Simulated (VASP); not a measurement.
# YNi2Te2 (I4/mmm) in VASP: further runs

YNi2Te2 is run at these levels: PBE; tasks: single point.

All numbers are computed with VASP 6.6.1; they aren't measurements. Logs are shortened: lines on timing, memory, paths and dates and some standing lists are left out, and cuts for length are marked.

**1. The cell of the first run**

The structure is tetragonal, space group I4/mmm (No. 139). The conventional cell has a = 4.625 Å, b = 4.625 Å, c = 10.769 Å, α = 90.00°, β = 90.00°, γ = 90.00°. Within 4.7 Å of Y (site symmetry 4/mmm) lie 8 Ni at 3.55 Å and 10 Te at 3.55 to 4.00 Å and 4 Y at 4.63 Å. Within 3.5 Å of Ni (site symmetry -4m2) lie 4 Te at 2.65 Å and 4 Ni at 3.27 Å. Within 3.5 Å of Te (site symmetry 4mm) lie 4 Ni at 2.65 Å and 1 Te at 2.78 Å.

**2. Single point, PBE**

Contents of INCAR:

```
SYSTEM = YNi2Te2
PREC = Accurate
ENCUT = 520
EDIFF = 1E-7
ISMEAR = -1
SIGMA = 0.1
LREAL = .FALSE.
LASPH = .TRUE.
NELM = 80
ALGO = Normal
ISIF = 2
LWAVE = .FALSE.
LCHARG = .FALSE.
GGA = PE
NBANDS = 30
```

Contents of KPOINTS:

```
regular mesh
0
G
  4 4 4
  0 0 0
```

Contents of POSCAR:

```
YNi2Te2
1.0
    0.0000000000      4.6252760000      0.0000000000
    4.6252760000      0.0000000000      0.0000000000
    2.3126380000      2.3126380000     -5.3844780000
Y Ni Te
1 2 2
Direct
    0.0000000000      0.0000000000      0.0000000000
    0.7500000000      0.2500000000      0.5000000000
    0.2500000000      0.7500000000      0.5000000000
    0.3710000000      0.3710000000      0.2580000000
    0.6290000000      0.6290000000      0.7420000000
```

Potentials or basis: VASP PAW PBE potentials, release 64 (Y_sv, Ni, Te).

Started as:

```
$ cat potpaw_PBE.64/Y_sv/POTCAR potpaw_PBE.64/Ni/POTCAR potpaw_PBE.64/Te/POTCAR > POTCAR
$ mpirun -np 1 vasp_std > vasp.out
```

OUTCAR:

```text
SYSTEM = YNi2Te2
   PREC = Accurate
   ENCUT = 520
   EDIFF = 1E-7
   ISMEAR = -1
   LREAL = .FALSE.
   LASPH = .TRUE.
   NELM = 80
   ISIF = 2
   GGA = PE

 ion  position               nearest neighbor table
   1  0.000  0.000  0.000-   2 3.55   3 3.55   2 3.55   3 3.55   2 3.55   3 3.55   2 3.55   3 3.55
                             5 3.55   4 3.55   4 3.55   5 3.55   4 3.55   5 3.55   5 3.55   4 3.55
   2  0.750  0.250  0.500-   4 2.65   5 2.65   4 2.65   5 2.65   1 3.55   1 3.55   1 3.55   1 3.55

   3  0.250  0.750  0.500-   4 2.65   5 2.65   4 2.65   5 2.65   1 3.55   1 3.55   1 3.55   1 3.55

   4  0.371  0.371  0.258-   2 2.65   3 2.65   3 2.65   2 2.65   5 2.78   1 3.55   1 3.55   1 3.55
                             1 3.55   1 4.00
   5  0.629  0.629  0.742-   2 2.65   3 2.65   3 2.65   2 2.65   4 2.78   1 3.55   1 3.55   1 3.55
                             1 3.55   1 4.00

  LATTYP: Found a body centered tetragonal cell.
 ALAT       =     4.6252760000
 C/A-ratio  =     2.3282839770

  Lattice vectors:

 A1 = (  -2.3126380000,   2.3126380000,   5.3844780000)
 A2 = (   2.3126380000,  -2.3126380000,   5.3844780000)
 A3 = (   2.3126380000,   2.3126380000,  -5.3844780000)

Analysis of symmetry for initial positions (statically):
=====================================================================
 Subroutine PRICEL returns:
 Original cell was already a primitive cell.

 Routine SETGRP: Setting up the symmetry group for a
 body centered tetragonal supercell.

 Subroutine GETGRP returns: Found 16 space group operations
 (whereof 16 operations were pure point group operations)
 out of a pool of 16 trial point group operations.

The static configuration has the point symmetry D_4h.

Analysis of symmetry for dynamics (positions and initial velocities):
=====================================================================
 Subroutine PRICEL returns:
 Original cell was already a primitive cell.

 Routine SETGRP: Setting up the symmetry group for a
 body centered tetragonal supercell.

 Subroutine GETGRP returns: Found 16 space group operations
 (whereof 16 operations were pure point group operations)
 out of a pool of 16 trial point group operations.

The dynamic configuration has the point symmetry D_4h.

 Subroutine INISYM returns: Found 16 space group operations
 (whereof 16 operations are pure point group operations),
 and found     1 'primitive' translations

[... 89 lines left out ...]
   LREAL  =      F    real-space projection
   EDIFFG = 0.1E-05   stopping-criterion for IOM
   NSW    =      0    number of steps for IOM
   IBRION =     -1    ionic relax: 0-MD 1-quasi-New 2-CG
   NFREE  =      0    steps in history (QN), initial steepest desc. (CG)
   ISIF   =      2    stress and relaxation
   ISYM   =      2    0-nonsym 1-usesym 2-fastsym
   POTIM  = 0.5000    time-step for ionic-motion
   TEBEG  =    0.0;   TEEND  =   0.0 temperature during run
   PSTRESS=    0.0 pullay stress
   NELECT =      43.0000    total number of electrons
   NUPDOWN=      -1.0000    fix difference up-down
   EMIN   =  10.00;   EMAX   =-10.00  energy-range for DOS
   EFERMI =   0.00;   METHOD = LEGACY
   ISMEAR =    -1;   SIGMA  =   0.10  broadening in eV -4-tet -1-fermi 0-gaus
   EFERMI_NEDOS =   21; number of points for ismear=-14 and -15
   IALGO  =     38    algorithm
   IMIX   =      4    mixing-type and parameters
     AMIX     =   0.40;   BMIX     =  1.00
     AMIX_MAG =   1.60;   BMIX_MAG =  1.00
  volume/ion in A,a.u.               =      23.04       155.47
  Fermi-wavevector in a.u.,A,eV,Ry     =   1.178758  2.227530 18.904895  1.389471
  Thomas-Fermi vector in A             =   2.315081
   LORBIT       =      0    0 simple, 1 ext, 2 COOP (PROOUT), +10 PAW based schemes
   GGA     = PE    functional components
   LHFCALC =     F    Hartree Fock is set to
   AEXX    =    0.0000 exact exchange contribution
   IVDW    =     0    specifies the selected vdW correction
   LEPSILON=     F    determine dielectric tensor
   LRPA    =     F    only Hartree local field effects (RPA)
 non-spin polarized calculation
  energy-cutoff  :      520.00
  volume of cell :      115.19
 maximum number of plane-waves:      3140
 NGX is ok and might be reduce to    36
   NGX = 17   NGY = 17   NGZ = 23

 number of electron      42.9999984 magnetization

 Free energy of the ion-electron system (eV)
  ---------------------------------------------------
  ext. energy  EPLUGINS =         0.00000000
  ---------------------------------------------------
  free energy    TOTEN  =       -24.74996030 eV

  energy without entropy =      -24.60895182  energy(sigma->0) =      -24.67945606

 E-fermi :   7.1779     XC(G=0): -10.3083

 val. band max:        7.1677485738   @ k =   0.0000   0.0000   0.2500
 cond. band min:       7.2267006672   @ k =  -0.2500   0.0000   0.2500
 fundamental gap:      0.0589520935
 Fermi energy:         7.1778563109

 k-point     1 :       0.0000    0.0000    0.0000
  band No.  band energies     occupation
      1     -37.1093      2.00000
      2     -17.0404      2.00000
      3     -17.0404      2.00000
      4     -16.9729      2.00000
      5      -6.5476      2.00000
      6      -3.9326      2.00000
[... 418 lines left out ...]
     29      10.1822      0.00000
     30      10.6500      0.00000

------------------------ aborting loop because EDIFF is reached ----------------------------------------

  FORCE on cell =-STRESS in cart. coord.  units (eV):
  Direction    XX          YY          ZZ          XY          YZ          ZX
  --------------------------------------------------------------------------------------
  -------------------------------------------------------------------------------------
  Total       -7.6091210     -7.6091210      1.4875681      0.0000000     -0.0000000      0.0000000
  in kB     -105.8342318   -105.8342318     20.6903829      0.0000000     -0.0000000      0.0000000
  external PRESSURE =     -63.6593602 kB  Pullay stress =       0.0000000 kB

 VOLUME and BASIS-vectors are now :
 -----------------------------------------------------------------------------
  energy-cutoff  :      520.00
  volume of cell :      115.19
      direct lattice vectors                 reciprocal lattice vectors
     0.000000000  4.625276000  0.000000000     0.000000000  0.216203314  0.092859512
     4.625276000  0.000000000  0.000000000     0.216203314  0.000000000  0.092859512
     2.312638000  2.312638000 -5.384478000     0.000000000  0.000000000 -0.185719024

 POSITION                                       TOTAL-FORCE (eV/Angst)
 -----------------------------------------------------------------------------------
      0.00000      0.00000      0.00000         0.000000     -0.000000      0.000000
      2.31264      4.62528     -2.69224         0.000000     -0.000000      0.000000
      4.62528      2.31264     -2.69224        -0.000000      0.000000      0.000000
      2.31264      2.31264     -1.38920         0.000000      0.000000     -2.803128
      4.62528      4.62528     -3.99528        -0.000000     -0.000000      2.803128
 -----------------------------------------------------------------------------------
    total drift:                                0.000000      0.000000     -0.000000

  FREE ENERGIE OF THE ION-ELECTRON SYSTEM (eV)
  ---------------------------------------------------
  free  energy   TOTEN  =       -24.7499603030 eV

  energy  without entropy=      -24.6089518197  energy(sigma->0) =      -24.67945606
```

stdout:

```text
POSCAR found type information on POSCAR Y NiTe
 POSCAR found :  3 types and       5 ions
 scaLAPACK will be used
 LDA part: xc-table for (Slater+PW92), standard interpolation
 POSCAR, INCAR and KPOINTS ok, starting setup
 FFT: planning ... GRIDC
 FFT: planning ... GRID_SOFT
 FFT: planning ... GRID
 WAVECAR not read
 entering main loop
```

Run time: 66 s. Hardware: 1 thread of Intel Xeon 6975P-C, shared host; peak memory 0.27 GiB.

Results:

* Free energy: -24.7500 eV
* Pressure: -6.4 GPa
* Largest force: 2.803 eV/Å

Forces in eV/Å, atoms in the order of the input:
```
Y    0.000  0.000  0.000
Ni   0.000  0.000  0.000
Ni   0.000  0.000  0.000
Te   0.000  0.000 -2.803
Te   0.000  0.000  2.803
```

Caveat: the k points lie up to 0.37 Å⁻¹ apart; spin-orbit coupling is left out, which moves the levels of the heavy elements; forces of over 1 eV/Å act on the atoms, so gaps and moduli don't describe the material at rest.

**3. Single point, PBE**

Contents of INCAR:

```
PREC = Accurate
ENCUT = 520
EDIFF = 1E-7
ISMEAR = -1
SIGMA = 0.1
LREAL = F
LASPH = T
NELM = 80
ALGO = Normal
ISIF = 2
LWAVE = F
LCHARG = F
GGA = PE
NBANDS = 30
```

Contents of KPOINTS:

```
regular mesh
0
Gamma
  4 4 4
```

POSCAR is that of step 2.

Potentials or basis: VASP PAW PBE potentials, release 64 (Y_sv, Ni, Te).

Started as:

```
$ cat potpaw_PBE.64/Y_sv/POTCAR potpaw_PBE.64/Ni/POTCAR potpaw_PBE.64/Te/POTCAR > POTCAR
$ mpirun -np 1 vasp_std > vasp.out
```

Run time: 72 s. Hardware: 1 thread of Intel Xeon 6975P-C, shared host; peak memory 0.27 GiB.

The run converged. Its results:

```
Free energy   : -24.7500 eV
Pressure      : -6.4 GPa
Largest force : 2.803 eV/Å
```

Forces on the atoms (eV/Å):
```
Y    0.000  0.000  0.000
Ni   0.000  0.000  0.000
Ni   0.000  0.000  0.000
Te   0.000  0.000 -2.803
Te   0.000  0.000  2.803
```

Stress tensor (GPa, compression positive):
```
-10.58   0.00   0.00
  0.00 -10.58   0.00
  0.00   0.00   2.07
```

Levels at points of the mesh, in eV from the Fermi level:
```
           k point  band 20  band 21  band 22  band 23  band 24  band 25
(0.00, 0.00, 0.00)    -0.88    -0.41    -0.41     0.12     1.06     1.13
(0.50, 0.00, 0.00)    -0.44    -0.34    -0.08     0.50     1.01     1.03
(0.50, 0.50, 0.00)    -0.89    -0.84    -0.54     1.13     1.69     2.03
(0.00, 0.00, 0.50)    -0.66    -0.34     0.06     0.56     0.56     0.97
```

Caveat: the k points lie up to 0.37 Å⁻¹ apart; spin-orbit coupling is left out, which moves the levels of the heavy elements; forces of over 1 eV/Å act on the atoms, so gaps and moduli don't describe the material at rest. Spin polarisation is off, so any magnetic state and its effect on volume and gap are missing.
